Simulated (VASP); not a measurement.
Input of a VASP 6.6.1 run:

File INCAR:

```
ALGO     = Normal         # electronic algorithm
EDIFF    = 1E-6           # SCF threshold, eV
ENCUT    = 520            # plane-wave cutoff, eV
GGA      = PE             # functional
ISIF     = 2              # what is computed and relaxed
ISMEAR   = 0              # smearing method
LASPH    = T              # aspherical terms in the spheres
LCHARG   = T              # write CHGCAR
LELF     = T              # ELF
LREAL    = F              # projectors in reciprocal space
LVHAR    = T            
LWAVE    = F              # write WAVECAR
NBANDS   = 16             # bands
NELM     = 100            # most SCF steps
PREC     = Accurate       # precision mode
SIGMA    = 0.02           # smearing width, eV
```

KPOINTS

```
k-points
0
Gamma
  12 12 4
```

File POSCAR:

```
BN
1.0
    2.6126684052      0.0000000000      0.0000000000
   -1.3063342026      2.1538565755      0.0000000000
    0.0000000000      0.0000000000      8.2597269659
B N
2 2
Direct
    0.3369367028      0.6740127951      0.2500000000
    0.6630632972      0.3259872049      0.7500000000
    0.3282272056      0.6562543887      0.7500000000
    0.6717727944      0.3437456113      0.2500000000
```

Potentials or basis: VASP PAW PBE potentials, release 64 (B, N).

Command:

```console
$ cat potpaw_PBE.64/B/POTCAR potpaw_PBE.64/N/POTCAR > POTCAR
$ mpirun -np 1 vasp_std > vasp.out
```

Task: Predict the band gap on the k mesh.

Result: 4.40 eV, indirect (least direct gap 4.56 eV).

Task: Predict the largest force.

Result: 0.235 eV/Å.

Forces in eV/Å, atoms in the order of the input:
```
B   -0.003 -0.234  0.000
B    0.003  0.234  0.000
N   -0.003 -0.235  0.000
N    0.003  0.235  0.000
```

Caveat: the cell differs from its parent crystal (uniaxial strain along a: +4.0 %). A k mesh can miss the band edges.
